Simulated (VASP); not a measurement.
# GaGe3 (Fm-3m) in VASP: further runs

Aim: see how the results for GaGe3 move with the level of theory and the settings. Levels: LDA, PBEsol. Tasks: single point.

Program: VASP 6.6.1. These are calculated values, not measurements. Logs are shortened: lines on timing, memory, paths and dates and some standing lists are left out, and cuts for length are marked.

### 1 The cell of the first run

The structure is cubic, space group Fm-3m (No. 225). The conventional cell has a = 6.683 Å, b = 6.683 Å, c = 6.683 Å, α = 90.00°, β = 90.00°, γ = 90.00°. Within 3.8 Å of Ge (site symmetry m-3m) lie 8 Ge at 2.89 Å and 6 Ga at 3.34 Å. Ge (site symmetry -43m) has 10 Ge at 2.89 to 3.34 Å and 4 Ga at 2.89 Å within 3.8 Å. Within 3.8 Å of Ga (site symmetry m-3m) lie 14 Ge at 2.89 to 3.34 Å.

### 2 Single point, LDA (volume scaled by 0.96)

Input file INCAR:

```
PREC = Accurate
ENCUT = 520
EDIFF = 1E-6
ISMEAR = -1
SIGMA = 0.05
LREAL = False
LASPH = True
NELM = 100
ALGO = Normal
ISIF = 2
LWAVE = False
LCHARG = False
GGA = CA
NBANDS = 36
```

Input file KPOINTS:

```
Automatic mesh
0
Gamma
  7 7 7
```

Input file POSCAR:

```
GaGe3
1.0
    0.0000000000      3.3413888613      3.3413888613
    3.3413888613      0.0000000000      3.3413888613
    3.3413888613      3.3413888613      0.0000000000
Ge Ga
3 1
Direct
    0.5000000000      0.5000000000      0.5000000000
    0.7500000000      0.7500000000      0.7500000000
    0.2500000000      0.2500000000      0.2500000000
    0.0000000000      0.0000000000      0.0000000000
```

Potentials or basis: VASP PAW LDA potentials, release 64 (Ge_d, Ga_d).

The run is started by

```
$ cat potpaw_LDA.64/Ge_d/POTCAR potpaw_LDA.64/Ga_d/POTCAR > POTCAR
$ mpirun -np 1 vasp_std > vasp.out
```

OUTCAR:

```text
PREC = Accurate
   ENCUT = 520
   EDIFF = 1E-6
   ISMEAR = -1
   LREAL = False
   LASPH = True
   NELM = 100
   ISIF = 2
   GGA = CA

 ion  position               nearest neighbor table
   1  0.500  0.500  0.500-   3 2.89   3 2.89   3 2.89   2 2.89   3 2.89   2 2.89   2 2.89   2 2.89

   2  0.750  0.750  0.750-   1 2.89   1 2.89   1 2.89   1 2.89   4 2.89   4 2.89   4 2.89   4 2.89

   3  0.250  0.250  0.250-   4 2.89   4 2.89   4 2.89   1 2.89   4 2.89   1 2.89   1 2.89   1 2.89

   4  0.000  0.000  0.000-   2 2.89   2 2.89   2 2.89   2 2.89   3 2.89   3 2.89   3 2.89   3 2.89

  LATTYP: Found a face centered cubic cell.
 ALAT       =     6.6827777226

  Lattice vectors:

 A1 = (   0.0000000000,   3.3413888613,   3.3413888613)
 A2 = (   3.3413888613,   0.0000000000,   3.3413888613)
 A3 = (   3.3413888613,   3.3413888613,   0.0000000000)

Analysis of symmetry for initial positions (statically):
=====================================================================
 Subroutine PRICEL returns:
 Original cell was already a primitive cell.

 Routine SETGRP: Setting up the symmetry group for a
 face centered cubic supercell.

 Subroutine GETGRP returns: Found 48 space group operations
 (whereof 48 operations were pure point group operations)
 out of a pool of 48 trial point group operations.

The static configuration has the point symmetry O_h .

Analysis of symmetry for dynamics (positions and initial velocities):
=====================================================================
 Subroutine PRICEL returns:
 Original cell was already a primitive cell.

 Routine SETGRP: Setting up the symmetry group for a
 face centered cubic supercell.

 Subroutine GETGRP returns: Found 48 space group operations
 (whereof 48 operations were pure point group operations)
 out of a pool of 48 trial point group operations.

The dynamic configuration has the point symmetry O_h .

 Subroutine INISYM returns: Found 48 space group operations
 (whereof 48 operations are pure point group operations),
 and found     1 'primitive' translations

----------------------------------------------------------------------------------------

                                     Primitive cell

  volume of cell :      74.6124

  direct lattice vectors                    reciprocal lattice vectors
     0.000000000  3.341388861  3.341388861    -0.149638375  0.149638375  0.149638375
     3.341388861  0.000000000  3.341388861     0.149638375 -0.149638375  0.149638375
     3.341388861  3.341388861  0.000000000     0.149638375  0.149638375 -0.149638375

  length of vectors
     4.725437445  4.725437445  4.725437445     0.259181269  0.259181269  0.259181269

  position of ions in fractional coordinates (direct lattice)
     0.500000000  0.500000000  0.500000000
     0.750000000  0.750000000  0.750000000
     0.250000000  0.250000000  0.250000000
     0.000000000  0.000000000  0.000000000

  ion indices of the primitive-cell ions
   primitive index   ion index
                 1           1
                 2           2
                 3           3
                 4           4

----------------------------------------------------------------------------------------

 KPOINTS: Automatic mesh

Automatic generation of k-mesh.
 Grid dimensions read from file:
 generate k-points for:    7    7    7

 Generating k-lattice:

  Cartesian coordinates                     Fractional coordinates (reciprocal lattice)
    -0.021376911  0.021376911  0.021376911     0.142857143  0.000000000  0.000000000
     0.021376911 -0.021376911  0.021376911     0.000000000  0.142857143  0.000000000
     0.021376911  0.021376911 -0.021376911     0.000000000  0.000000000  0.142857143

  Length of vectors
     0.037025896  0.037025896  0.037025896

  Shift w.r.t. Gamma in fractional coordinates (k-lattice)
     0.000000000  0.000000000  0.000000000

 Subroutine IBZKPT returns following result:
 ===========================================

 Found     20 irreducible k-points:

 Following reciprocal coordinates:
            Coordinates               Weight
  0.000000  0.000000  0.000000      1.000000
  0.142857  0.000000  0.000000      8.000000
  0.285714  0.000000  0.000000      8.000000
  0.428571  0.000000  0.000000      8.000000
  0.142857  0.142857  0.000000      6.000000
  0.285714  0.142857  0.000000     24.000000
[... 12 lines left out ...]
 -0.428571  0.428571  0.142857     24.000000
 -0.285714  0.428571  0.142857     24.000000
   k-points           NKPTS =     20   k-points in BZ     NKDIM =     20   number of bands    NBANDS=     36
   number of dos      NEDOS =    301   number of ions     NIONS =      4
   total plane-waves  NPLWV =  46656
   dimension x,y,z NGX =    36 NGY =   36 NGZ =   36
   dimension x,y,z NGXF=    72 NGYF=   72 NGZF=   72
   ions per type =               3   1
   NGX,Y,Z   is equivalent  to a cutoff of  12.67, 12.67, 12.67 a.u.
   NGXF,Y,Z  is equivalent  to a cutoff of  25.33, 25.33, 25.33 a.u.
 SYSTEM =  unknown system
   PREC   = accura    normal or accurate (medium, high low for compatibility)
   ISTART =      0    job   : 0-new  1-cont  2-samecut
   ICHARG =      2    charge: 1-file 2-atom 10-const
   ISPIN  =      1    spin polarized calculation?
   LNONCOLLINEAR =      F non collinear calculations
   LSORBIT =      F    spin-orbit coupling
   LASPH  =      T    aspherical Exc in radial PAW
   ENCUT  =  520.0 eV  38.22 Ry    6.18 a.u.   8.79  8.79  8.79*2*pi/ulx,y,z
   NELM   =    100;   NELMIN=  2; NELMDL= -5     # of ELM steps
   EDIFF  = 0.1E-05   stopping-criterion for ELM
   LREAL  =      F    real-space projection
   EDIFFG = 0.1E-04   stopping-criterion for IOM
   NSW    =      0    number of steps for IOM
   IBRION =     -1    ionic relax: 0-MD 1-quasi-New 2-CG
   NFREE  =      0    steps in history (QN), initial steepest desc. (CG)
   ISIF   =      2    stress and relaxation
   ISYM   =      2    0-nonsym 1-usesym 2-fastsym
   POTIM  = 0.5000    time-step for ionic-motion
   TEBEG  =    0.0;   TEEND  =   0.0 temperature during run
   PSTRESS=    0.0 pullay stress
   NELECT =      55.0000    total number of electrons
   NUPDOWN=      -1.0000    fix difference up-down
   EMIN   =  10.00;   EMAX   =-10.00  energy-range for DOS
   EFERMI =   0.00;   METHOD = LEGACY
   ISMEAR =    -1;   SIGMA  =   0.05  broadening in eV -4-tet -1-fermi 0-gaus
   EFERMI_NEDOS =   21; number of points for ismear=-14 and -15
   IALGO  =     38    algorithm
   IMIX   =      4    mixing-type and parameters
     AMIX     =   0.40;   BMIX     =  1.00
     AMIX_MAG =   1.60;   BMIX_MAG =  1.00
  volume/ion in A,a.u.               =      18.65       125.88
  Fermi-wavevector in a.u.,A,eV,Ry     =   1.478854  2.794629 29.756076  2.187010
  Thomas-Fermi vector in A             =   2.593084
   LORBIT       =      0    0 simple, 1 ext, 2 COOP (PROOUT), +10 PAW based schemes
   GGA     = CA    functional components
   LHFCALC =     F    Hartree Fock is set to
   AEXX    =    0.0000 exact exchange contribution
   IVDW    =     0    specifies the selected vdW correction
   LEPSILON=     F    determine dielectric tensor
   LRPA    =     F    only Hartree local field effects (RPA)
 non-spin polarized calculation
  energy-cutoff  :      520.00
  volume of cell :       74.61
 maximum number of plane-waves:      2017
   NGX = 17   NGY = 17   NGZ = 17

 number of electron      55.0000033 magnetization

 Free energy of the ion-electron system (eV)
  ---------------------------------------------------
  ext. energy  EPLUGINS =         0.00000000
  ---------------------------------------------------
  free energy    TOTEN  =       -18.26461510 eV

  energy without entropy =      -18.25574151  energy(sigma->0) =      -18.26017830

 E-fermi :   6.2431     XC(G=0): -11.5756

 val. band max:        6.1435430103   @ k =  -0.4286   0.1429   0.0000
 cond. band min:       6.3394797163   @ k =   0.2857   0.1429   0.0000
 fundamental gap:      0.1959367060
 Fermi energy:         6.2431318995

 k-point     1 :       0.0000    0.0000    0.0000
  band No.  band energies     occupation
      1     -18.5040      2.00000
      2     -18.5040      2.00000
      3     -18.4976      2.00000
      4     -18.4976      2.00000
      5     -18.4976      2.00000
      6     -18.4739      2.00000
[... 28 lines left out ...]
     35      11.1397      0.00000
     36      16.2920      0.00000

 k-point     2 :       0.1429    0.0000    0.0000
  band No.  band energies     occupation
      1     -18.5017      2.00000
      2     -18.5017      2.00000
      3     -18.5016      2.00000
      4     -18.4997      2.00000
      5     -18.4997      2.00000
      6     -18.4709      2.00000
[... 28 lines left out ...]
     35      12.0316      0.00000
     36      14.7355      0.00000

 k-point     3 :       0.2857    0.0000    0.0000
  band No.  band energies     occupation
      1     -18.5081      2.00000
      2     -18.5081      2.00000
      3     -18.5030      2.00000
      4     -18.4893      2.00000
      5     -18.4893      2.00000
      6     -18.4658      2.00000
[... 28 lines left out ...]
     35      13.9220      0.00000
     36      13.9221      0.00000

 k-point     4 :       0.4286    0.0000    0.0000
  band No.  band energies     occupation
      1     -18.5126      2.00000
      2     -18.5126      2.00000
      3     -18.4981      2.00000
      4     -18.4762      2.00000
      5     -18.4762      2.00000
      6     -18.4625      2.00000
[... 28 lines left out ...]
     35      12.3820      0.00000
     36      13.9043      0.00000

 k-point     5 :       0.1429    0.1429    0.0000
  band No.  band energies     occupation
      1     -18.5053      2.00000
      2     -18.5053      2.00000
      3     -18.5003      2.00000
      4     -18.4981      2.00000
      5     -18.4943      2.00000
      6     -18.4745      2.00000
[... 499 lines left out ...]
 k-point    18 :      -0.4286    0.2857    0.1429
  band No.  band energies     occupation
      1     -18.5137      2.00000
      2     -18.5100      2.00000
      3     -18.5000      2.00000
      4     -18.4810      2.00000
      5     -18.4770      2.00000
      6     -18.4661      2.00000
[... 28 lines left out ...]
     35      13.5340      0.00000
     36      14.0176      0.00000

 k-point    19 :      -0.4286    0.4286    0.1429
  band No.  band energies     occupation
      1     -18.5153      2.00000
      2     -18.5133      2.00000
      3     -18.4939      2.00000
      4     -18.4875      2.00000
      5     -18.4760      2.00000
      6     -18.4669      2.00000
[... 28 lines left out ...]
     35      13.1547      0.00000
     36      13.3744      0.00000

 k-point    20 :      -0.2857    0.4286    0.1429
  band No.  band energies     occupation
      1     -18.5146      2.00000
      2     -18.5068      2.00000
      3     -18.5030      2.00000
      4     -18.4830      2.00000
      5     -18.4740      2.00000
      6     -18.4675      2.00000
[... 28 lines left out ...]
     35      13.1056      0.00000
     36      13.4147      0.00000

------------------------ aborting loop because EDIFF is reached ----------------------------------------

  FORCE on cell =-STRESS in cart. coord.  units (eV):
  Direction    XX          YY          ZZ          XY          YZ          ZX
  --------------------------------------------------------------------------------------
  -------------------------------------------------------------------------------------
  Total       -1.4363351     -1.4363351     -1.4363351      0.0000000     -0.0000000      0.0000000
  in kB      -30.8429073    -30.8429073    -30.8429073      0.0000000     -0.0000000      0.0000000
  external PRESSURE =     -30.8429073 kB  Pullay stress =       0.0000000 kB

 VOLUME and BASIS-vectors are now :
 -----------------------------------------------------------------------------
  energy-cutoff  :      520.00
  volume of cell :       74.61
      direct lattice vectors                 reciprocal lattice vectors
     0.000000000  3.341388861  3.341388861    -0.149638375  0.149638375  0.149638375
     3.341388861  0.000000000  3.341388861     0.149638375 -0.149638375  0.149638375
     3.341388861  3.341388861  0.000000000     0.149638375  0.149638375 -0.149638375

 POSITION                                       TOTAL-FORCE (eV/Angst)
 -----------------------------------------------------------------------------------
      3.34139      3.34139      3.34139         0.000000      0.000000     -0.000000
      5.01208      5.01208      5.01208         0.000000      0.000000     -0.000000
      1.67069      1.67069      1.67069        -0.000000     -0.000000      0.000000
      0.00000      0.00000      0.00000         0.000000      0.000000     -0.000000
 -----------------------------------------------------------------------------------
    total drift:                                0.000000      0.000000      0.000000

  FREE ENERGIE OF THE ION-ELECTRON SYSTEM (eV)
  ---------------------------------------------------
  free  energy   TOTEN  =       -18.2646150985 eV

  energy  without entropy=      -18.2557415052  energy(sigma->0) =      -18.26017830
```

Run time: 30 s. Hardware: 1 thread of Intel Xeon Platinum 8488C (Sapphire Rapids), shared host; peak memory 0.19 GiB.

What came out:

```yaml
Free_energy: -18.2646 eV
Pressure: -3.1 GPa
```

(Continued in part 2 of 2.)
